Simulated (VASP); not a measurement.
# P (P6/mmm) in VASP: further runs

Runs on P. Level: PBE. Tasks: single point, relaxation of cell and atoms.

Everything below comes from runs of VASP 6.6.1. Logs are shortened: lines on timing, memory, paths and dates and some standing lists are left out, and cuts for length are marked.

## Step 1: The cell of the first run

It takes space group P6/mmm (No. 191, hexagonal). Conventional cell: a = 6.400 Å, b = 6.400 Å, c = 2.917 Å, α = 90.00°, β = 90.00°, γ = 120.00°. Within 2.8 Å of P (site symmetry mm2) lie 6 P at 2.11 to 2.75 Å. P (site symmetry -6m2) has 6 P at 2.16 Å within 2.9 Å.

## Step 2: Single point, PBE

The input, INCAR:

```
SYSTEM = P
  PREC = Accurate
  ENCUT = 520
  EDIFF = 1E-6
  ISMEAR = 0
  SIGMA = 0.1
  LREAL = .FALSE.
  LASPH = .TRUE.
  NELM = 60
  ALGO = Normal
  ISIF = 2
  LWAVE = .FALSE.
  LCHARG = .FALSE.
  GGA = PE
  NBANDS = 30
```

The input, KPOINTS:

```
regular mesh
0
G
  3 3 6
  0 0 0
```

The input, POSCAR:

```
P
1.0
    6.4004597800      0.0000000000      0.0000000000
   -3.2002298900      5.5429607700      0.0000000000
    0.0000000000      0.0000000000      2.9169066000
P
8
Direct
    0.8099998000      0.1900002000      0.5000000000
    0.8099998000      0.6199996000      0.5000000000
    0.3800004000      0.1900002000      0.5000000000
    0.1900002000      0.8099998000      0.5000000000
    0.1900002000      0.3800004000      0.5000000000
    0.6199996000      0.8099998000      0.5000000000
    0.3333333300      0.6666666700      0.0000000000
    0.6666666700      0.3333333300      0.0000000000
```

Potentials or basis: VASP PAW PBE potentials, release 64 (P).

Run with:

```bash
> cat potpaw_PBE.64/P/POTCAR > POTCAR
> mpirun -np 1 vasp_std > vasp.out
```

OUTCAR:

```text
SYSTEM = P
   PREC = Accurate
   ENCUT = 520
   EDIFF = 1E-6
   ISMEAR = 0
   LREAL = .FALSE.
   LASPH = .TRUE.
   NELM = 60
   ISIF = 2
   GGA = PE

 ion  position               nearest neighbor table
   1  0.810  0.190  0.500-   5 2.11   6 2.11   8 2.16   8 2.16   3 2.75   2 2.75
   2  0.810  0.620  0.500-   4 2.11   6 2.11   8 2.16   8 2.16   1 2.75   3 2.75
   3  0.380  0.190  0.500-   5 2.11   4 2.11   8 2.16   8 2.16   1 2.75   2 2.75
   4  0.190  0.810  0.500-   2 2.11   3 2.11   7 2.16   7 2.16   6 2.75   5 2.75
   5  0.190  0.380  0.500-   1 2.11   3 2.11   7 2.16   7 2.16   4 2.75   6 2.75
   6  0.620  0.810  0.500-   2 2.11   1 2.11   7 2.16   7 2.16   4 2.75   5 2.75
   7  0.333  0.667  0.000-   4 2.16   4 2.16   6 2.16   6 2.16   5 2.16   5 2.16
   8  0.667  0.333  0.000-   1 2.16   1 2.16   3 2.16   3 2.16   2 2.16   2 2.16

  LATTYP: Found a hexagonal cell.
 ALAT       =     6.4004597800
 C/A-ratio  =     0.4557339160

  Lattice vectors:

 A1 = (   6.4004597800,   0.0000000000,   0.0000000000)
 A2 = (  -3.2002298900,   5.5429607700,   0.0000000000)
 A3 = (   0.0000000000,   0.0000000000,   2.9169066000)

Analysis of symmetry for initial positions (statically):
=====================================================================
 Subroutine PRICEL returns:
 Original cell was already a primitive cell.

 Routine SETGRP: Setting up the symmetry group for a
 hexagonal supercell.

 Subroutine GETGRP returns: Found 24 space group operations
 (whereof 24 operations were pure point group operations)
 out of a pool of 24 trial point group operations.

The static configuration has the point symmetry D_6h.

Analysis of symmetry for dynamics (positions and initial velocities):
=====================================================================
 Subroutine PRICEL returns:
 Original cell was already a primitive cell.

 Routine SETGRP: Setting up the symmetry group for a
 hexagonal supercell.

 Subroutine GETGRP returns: Found 24 space group operations
 (whereof 24 operations were pure point group operations)
 out of a pool of 24 trial point group operations.

The dynamic configuration has the point symmetry D_6h.

 Subroutine INISYM returns: Found 24 space group operations
 (whereof 24 operations are pure point group operations),
 and found     1 'primitive' translations

----------------------------------------------------------------------------------------

                                     Primitive cell

  volume of cell :     103.4845

  direct lattice vectors                    reciprocal lattice vectors
     6.400459780  0.000000000  0.000000000     0.156238776  0.090204499  0.000000000
    -3.200229890  5.542960770  0.000000000     0.000000000  0.180408998  0.000000000
     0.000000000  0.000000000  2.916906600     0.000000000  0.000000000  0.342828941

  length of vectors
     6.400459780  6.400459784  2.916906600     0.180408998  0.180408998  0.342828941

  position of ions in fractional coordinates (direct lattice)
     0.809999800  0.190000200  0.500000000
     0.809999800  0.619999600  0.500000000
     0.380000400  0.190000200  0.500000000
     0.190000200  0.809999800  0.500000000
     0.190000200  0.380000400  0.500000000
     0.619999600  0.809999800  0.500000000
     0.333333330  0.666666670  0.000000000
     0.666666670  0.333333330  0.000000000

  ion indices of the primitive-cell ions
   primitive index   ion index
                 1           1
                 2           2
                 3           3
                 4           4
                 5           5
                 6           6
                 7           7
                 8           8

----------------------------------------------------------------------------------------

 KPOINTS: regular mesh

Automatic generation of k-mesh.
 Grid dimensions read from file:
 generate k-points for:    3    3    6

 Generating k-lattice:

  Cartesian coordinates                     Fractional coordinates (reciprocal lattice)
     0.052079592  0.030068166  0.000000000     0.333333333 -0.000000000  0.000000000
     0.000000000  0.060136333  0.000000000     0.000000000  0.333333333  0.000000000
     0.000000000  0.000000000  0.057138157     0.000000000  0.000000000  0.166666667

  Length of vectors
     0.060136333  0.060136333  0.057138157

  Shift w.r.t. Gamma in fractional coordinates (k-lattice)
     0.000000000  0.000000000  0.000000000

 Subroutine IBZKPT returns following result:
 ===========================================

 Found     12 irreducible k-points:

 Following reciprocal coordinates:
            Coordinates               Weight
  0.000000  0.000000  0.000000      1.000000
  0.333333  0.000000  0.000000      6.000000
  0.333333  0.333333  0.000000      2.000000
  0.000000  0.000000  0.166667      2.000000
  0.333333  0.000000  0.166667     12.000000
  0.333333  0.333333  0.166667      4.000000
  0.000000  0.000000  0.333333      2.000000
  0.333333  0.000000  0.333333     12.000000
  0.333333  0.333333  0.333333      4.000000
  0.000000  0.000000  0.500000      1.000000
  0.333333  0.000000  0.500000      6.000000
  0.333333  0.333333  0.500000      2.000000
   k-points           NKPTS =     12   k-points in BZ     NKDIM =     12   number of bands    NBANDS=     30
   number of dos      NEDOS =    301   number of ions     NIONS =      8
   total plane-waves  NPLWV =  55296
   dimension x,y,z NGX =    48 NGY =   48 NGZ =   24
   dimension x,y,z NGXF=    96 NGYF=   96 NGZF=   48
   ions per type =               8
   NGX,Y,Z   is equivalent  to a cutoff of  12.47, 12.47, 13.68 a.u.
   NGXF,Y,Z  is equivalent  to a cutoff of  24.94, 24.94, 27.36 a.u.
 SYSTEM =  P
   PREC   = accura    normal or accurate (medium, high low for compatibility)
   ISTART =      0    job   : 0-new  1-cont  2-samecut
   ICHARG =      2    charge: 1-file 2-atom 10-const
   ISPIN  =      1    spin polarized calculation?
   LNONCOLLINEAR =      F non collinear calculations
   LSORBIT =      F    spin-orbit coupling
   LASPH  =      T    aspherical Exc in radial PAW
   ENCUT  =  520.0 eV  38.22 Ry    6.18 a.u.  11.90 11.90  5.42*2*pi/ulx,y,z
   NELM   =     60;   NELMIN=  2; NELMDL= -5     # of ELM steps
   EDIFF  = 0.1E-05   stopping-criterion for ELM
   LREAL  =      F    real-space projection
   EDIFFG = 0.1E-04   stopping-criterion for IOM
   NSW    =      0    number of steps for IOM
   IBRION =     -1    ionic relax: 0-MD 1-quasi-New 2-CG
   NFREE  =      0    steps in history (QN), initial steepest desc. (CG)
   ISIF   =      2    stress and relaxation
   ISYM   =      2    0-nonsym 1-usesym 2-fastsym
   POTIM  = 0.5000    time-step for ionic-motion
   TEBEG  =    0.0;   TEEND  =   0.0 temperature during run
   PSTRESS=    0.0 pullay stress
   NELECT =      40.0000    total number of electrons
   NUPDOWN=      -1.0000    fix difference up-down
   EMIN   =  10.00;   EMAX   =-10.00  energy-range for DOS
   EFERMI =   0.00;   METHOD = LEGACY
   ISMEAR =     0;   SIGMA  =   0.10  broadening in eV -4-tet -1-fermi 0-gaus
   EFERMI_NEDOS =   21; number of points for ismear=-14 and -15
   IALGO  =     38    algorithm
   IMIX   =      4    mixing-type and parameters
     AMIX     =   0.40;   BMIX     =  1.00
     AMIX_MAG =   1.60;   BMIX_MAG =  1.00
  volume/ion in A,a.u.               =      12.94        87.29
  Fermi-wavevector in a.u.,A,eV,Ry     =   1.192531  2.253557 19.349254  1.422130
  Thomas-Fermi vector in A             =   2.328567
   LORBIT       =      0    0 simple, 1 ext, 2 COOP (PROOUT), +10 PAW based schemes
   GGA     = PE    functional components
   LHFCALC =     F    Hartree Fock is set to
   AEXX    =    0.0000 exact exchange contribution
   IVDW    =     0    specifies the selected vdW correction
   LEPSILON=     F    determine dielectric tensor
   LRPA    =     F    only Hartree local field effects (RPA)
 non-spin polarized calculation
 Gauss-broadening in eV      SIGMA  =   0.10
  energy-cutoff  :      520.00
  volume of cell :      103.48
 maximum number of plane-waves:      2808
 NGX is ok and might be reduce to    48
   NGX = 23   NGY = 23   NGZ = 11

 number of electron      40.0000004 magnetization

 Free energy of the ion-electron system (eV)
  ---------------------------------------------------
  ext. energy  EPLUGINS =         0.00000000
  ---------------------------------------------------
  free energy    TOTEN  =       -34.53868776 eV

  energy without entropy =      -34.49571379  energy(sigma->0) =      -34.51720078

 E-fermi :  11.7601     XC(G=0): -11.6021

 val. band max:       11.7422653015   @ k =   0.3333   0.0000   0.0000
 cond. band min:      11.7753747749   @ k =   0.3333   0.3333   0.1667
 fundamental gap:      0.0331094734
 Fermi energy:        11.7601475994

 k-point     1 :       0.0000    0.0000    0.0000
  band No.  band energies     occupation
      1      -7.6674      2.00000
      2      -5.5443      2.00000
      3      -2.8878      2.00000
      4      -2.8878      2.00000
      5      -2.0090      2.00000
      6      -2.0090      2.00000
[... 22 lines left out ...]
     29      16.7870      0.00000
     30      17.0362      0.00000

 k-point     2 :       0.3333    0.0000    0.0000
  band No.  band energies     occupation
      1      -7.3080      2.00000
      2      -6.1604      2.00000
      3      -3.7556      2.00000
      4      -3.4400      2.00000
      5      -0.8156      2.00000
      6      -0.7990      2.00000
[... 22 lines left out ...]
     29      15.9448      0.00000
     30      16.9895      0.00000

 k-point     3 :       0.3333    0.3333    0.0000
  band No.  band energies     occupation
      1      -6.7661      2.00000
      2      -6.7661      2.00000
      3      -4.5310      2.00000
      4      -2.1354      2.00000
      5      -2.1354      2.00000
      6       1.3953      2.00000
[... 286 lines left out ...]
     29      15.3032      0.00000
     30      16.4679      0.00000

 k-point    12 :       0.3333    0.3333    0.5000
  band No.  band energies     occupation
      1      -3.5137      2.00000
      2      -3.5137      2.00000
      3      -2.3858      2.00000
      4      -1.8931      2.00000
      5      -1.8931      2.00000
      6       0.4235      2.00000
[... 22 lines left out ...]
     29      15.7096      0.00000
     30      16.6664      0.00000

------------------------ aborting loop because EDIFF is reached ----------------------------------------

  FORCE on cell =-STRESS in cart. coord.  units (eV):
  Direction    XX          YY          ZZ          XY          YZ          ZX
  --------------------------------------------------------------------------------------
  -------------------------------------------------------------------------------------
  Total       23.7585572     23.7585573     36.5632020      0.0000000     -0.0000000      0.0000000
  in kB      367.8367743    367.8367749    566.0819449      0.0000000     -0.0000000      0.0000000
  external PRESSURE =     433.9184980 kB  Pullay stress =       0.0000000 kB

 VOLUME and BASIS-vectors are now :
 -----------------------------------------------------------------------------
  energy-cutoff  :      520.00
  volume of cell :      103.48
      direct lattice vectors                 reciprocal lattice vectors
     6.400459780  0.000000000  0.000000000     0.156238776  0.090204499  0.000000000
    -3.200229890  5.542960770  0.000000000     0.000000000  0.180408998  0.000000000
     0.000000000  0.000000000  2.916906600     0.000000000  0.000000000  0.342828941

 POSITION                                       TOTAL-FORCE (eV/Angst)
 -----------------------------------------------------------------------------------
      4.57633      1.05316      1.45845         1.336940     -0.771883     -0.000000
      3.20023      3.43663      1.45845         0.000000      1.543765      0.000000
      1.82413      1.05316      1.45845        -1.336940     -0.771883     -0.000000
     -1.37610      4.48980      1.45845        -1.336940      0.771883     -0.000000
      0.00000      2.10633      1.45845         0.000000     -1.543765     -0.000000
      1.37610      4.48980      1.45845         1.336940      0.771883      0.000000
     -0.00000      3.69531      0.00000         0.000000      0.000000      0.000000
      3.20023      1.84765      0.00000        -0.000000      0.000000      0.000000
 -----------------------------------------------------------------------------------
    total drift:                               -0.000000      0.000000     -0.000000

  FREE ENERGIE OF THE ION-ELECTRON SYSTEM (eV)
  ---------------------------------------------------
  free  energy   TOTEN  =       -34.5386877620 eV

  energy  without entropy=      -34.4957137881  energy(sigma->0) =      -34.51720078
```

It took 22 s on 1 thread of Intel Xeon 6975P-C (Granite Rapids), shared host; peak memory 0.21 GiB.

Results:

```
Free energy            : -34.5387 eV
Pressure               : 43.4 GPa
Largest force          : 1.544 eV/Å
Band gap on the k mesh : zero (band 20 reaches 12.92 eV, above the bottom of band 21 at 10.38 eV)
```

Forces in eV/Å, atoms in the order of the input:
```
P    1.337 -0.772  0.000
P    0.000  1.544  0.000
P   -1.337 -0.772  0.000
P   -1.337  0.772  0.000
P    0.000 -1.544  0.000
P    1.337  0.772  0.000
P    0.000  0.000  0.000
P    0.000  0.000  0.000
```

Caveat: the k points lie up to 0.38 Å⁻¹ apart; forces of over 1 eV/Å act on the atoms, so gaps and moduli don't describe the material at rest.

## Step 3: Single point, PBE

This run uses another cell than the first one, of 18.58 Å³/atom, 1.436 times its volume.

The input, INCAR:

```
ALGO = Normal ; EDIFF = 1E-7
ENCUT = 520 ; GGA = PE
ISIF = 2 ; ISMEAR = 0
LASPH = T ; LCHARG = F
LREAL = F ; LWAVE = F
NBANDS = 30 ; NELM = 60
PREC = Accurate ; SIGMA = 0.1
```

The input, KPOINTS:

```
k-points
0
Gamma
  3 3 6
```

The input, POSCAR:

```
P
1.0
    6.7310510352      0.0000000000      0.0000000000
   -3.3655255176      5.8292611907      0.0000000000
    0.0000000000      0.0000000000      3.7874582532
P
8
Direct
    0.8067114453      0.1932885547      0.5000000000
    0.8067114453      0.6134228905      0.5000000000
    0.3865771095      0.1932885547      0.5000000000
    0.1932885547      0.8067114453      0.5000000000
    0.1932885547      0.3865771095      0.5000000000
    0.6134228905      0.8067114453      0.5000000000
    0.3333333333      0.6666666667      0.0000000000
    0.6666666667      0.3333333333      0.0000000000
```

Potentials or basis: VASP PAW PBE potentials, release 64 (P).

Run with:

```bash
> cat potpaw_PBE.64/P/POTCAR > POTCAR
> mpirun -np 1 vasp_std > vasp.out
```

Wall time 29 s (1 thread of Intel Xeon 6975P-C (Granite Rapids), shared host); peak memory 0.24 GiB.

It converged, with:

```
Free energy            : -39.6632 eV
Pressure               : -0.2 GPa
Largest force          : 0.024 eV/Å
Band gap on the k mesh : zero (band 20 reaches 7.08 eV, above the bottom of band 21 at 6.29 eV)
```

Forces in eV/Å, atoms in the order of the input:
```
P    0.021 -0.012  0.000
P    0.000  0.024  0.000
P   -0.021 -0.012  0.000
P   -0.021  0.012  0.000
P    0.000 -0.024  0.000
P    0.021  0.012  0.000
P    0.000  0.000  0.000
P    0.000  0.000  0.000
```

Levels at points of the mesh, in eV from the Fermi level:
```csv
k point,band 18,band 19,band 20,band 21,band 22,band 23
"(0.00, 0.00, 0.00)",-1.69,-1.57,-1.57,-0.65,-0.65,1.09
"(0.00, 0.00, 0.50)",-1.47,-1.47,0.14,0.14,0.63,1.16
```

## Step 4: Relaxation of cell and atoms, PBE

The input, INCAR:

```
SYSTEM = P
ALGO     = Normal         ! electronic algorithm
EDIFF    = 1E-6           ! SCF threshold, eV
EDIFFG   = -0.04          ! ionic threshold
ENCUT    = 600            ! plane-wave cutoff, eV
GGA      = PE             ! functional
IBRION   = 2              ! ionic algorithm
ISIF     = 3              ! what is computed and relaxed
ISMEAR   = 0              ! smearing method
LASPH    = .True.         ! aspherical terms in the spheres
LCHARG   = .False.        ! write CHGCAR
LREAL    = .False.        ! projectors in reciprocal space
LWAVE    = .False.        ! write WAVECAR
NELM     = 100            ! most SCF steps
NSW      = 90             ! ionic steps
PREC     = Accurate       ! precision mode
SIGMA    = 0.1            ! smearing width, eV
```

The input, KPOINTS:

```
k-points
0
Gamma
  3 3 6
  0 0 0
```

The input, POSCAR:

```
P
1.0
    6.4004597800      0.0000000000      0.0000000000
   -3.2002298900      5.5429607700      0.0000000000
    0.0000000000      0.0000000000      2.9169066000
P
8
Direct
    0.8099998000      0.1900002000      0.5000000000
    0.8099998000      0.6199996000      0.5000000000
    0.3800004000      0.1900002000      0.5000000000
    0.1900002000      0.8099998000      0.5000000000
    0.1900002000      0.3800004000      0.5000000000
    0.6199996000      0.8099998000      0.5000000000
    0.3333333300      0.6666666700      0.0000000000
    0.6666666700      0.3333333300      0.0000000000
```

Run with:

```bash
> cat potpaw_PBE.64/P/POTCAR > POTCAR
> mpirun -np 1 vasp_std > vasp.out
```

It took 5.7 min on 1 thread of Intel Xeon 6975P-C (Granite Rapids), shared host; peak memory 0.25 GiB.

The run converged. Its results:

```yaml
Free_energy: -39.6557 eV
Relaxed_volume: 18.58 Å³/atom
Relaxed_cell: a = 6.733 Å, b = 6.733 Å, c = 3.785 Å, α = 90.00°, β = 90.00°, γ = 120.00°
Space_group_after_relaxing_to_0.05_Å: P6/mmm (No. 191)
Energy_gained_by_relaxing: 639.2 meV/atom
Ionic_steps: 19
Pressure_after_relaxing: -0.2 GPa
Largest_force_after_relaxing: 0.010 eV/Å
Band_gap_on_the_k_mesh: zero (band 20 reaches 7.07 eV, above the bottom of band 21 at 6.30 eV)
```

Forces in eV/Å, atoms in the order of the input:
```
P    0.008 -0.005  0.000
P    0.000  0.010  0.000
P   -0.008 -0.005  0.000
P   -0.008  0.005  0.000
P    0.000 -0.010  0.000
P    0.008  0.005  0.000
P    0.000  0.000  0.000
P    0.000  0.000  0.000
```

Step by step:
```tsv
step	energy change (eV)	largest force (eV/Å)	pressure (GPa)	volume (Å³)
1	0.0000	1.5421	43.40	103.48
2	-4.5690	0.1266	-4.98	165.11
3	-4.7753	0.1764	0.42	147.14
4	-4.7893	0.1594	-1.19	151.28
5	-4.7899	0.1651	-0.77	150.20
6	-4.9336	0.0643	0.15	148.94
7	-4.9567	0.1402	1.02	148.41
8	-4.9747	0.4444	2.06	147.27
9	-5.0465	0.3279	-0.29	152.36
10	-5.0477	0.3060	-0.60	153.07
11	-5.0783	0.1304	-0.55	151.87
12	-5.0930	0.0334	-0.43	150.41
13	-5.0980	0.0566	0.49	147.53
14	-5.1001	0.0217	-0.23	149.13
15	-5.1016	0.0101	0.07	148.33
16	-5.1115	0.0236	0.27	147.41
17	-5.1135	0.0216	0.20	147.67
18	-5.1135	0.0214	0.20	147.68
19	-5.1138	0.0096	-0.20	148.62
```

Final structure:
```xyz
8
Lattice="6.7334 0.0000 0.0000 -3.3667 5.8313 0.0000 0.0000 0.0000 3.7852" Properties=species:S:1:pos:R:3 pbc="T T T"
P     4.7864    1.1241    1.8926
P     3.3667    3.5831    1.8926
P     1.9470    1.1241    1.8926
P    -1.4197    4.7072    1.8926
P     0.0000    2.2482    1.8926
P     1.4197    4.7072    1.8926
P     0.0000    3.8875    0.0000
P     3.3667    1.9438    0.0000
```

Levels at points of the mesh, in eV from the Fermi level:
```csv
k point,band 18,band 19,band 20,band 21,band 22,band 23
"(0.00, 0.00, 0.00)",-1.70,-1.56,-1.56,-0.64,-0.64,1.14
"(0.00, 0.00, 0.50)",-1.48,-1.48,0.13,0.13,0.65,1.14
```

Caveat: the k points lie up to 0.36 Å⁻¹ apart in the final cell; the volume moved by over 15 % at a fixed basis, so the end points are rough.

(Part 1 of 2 ends here.)
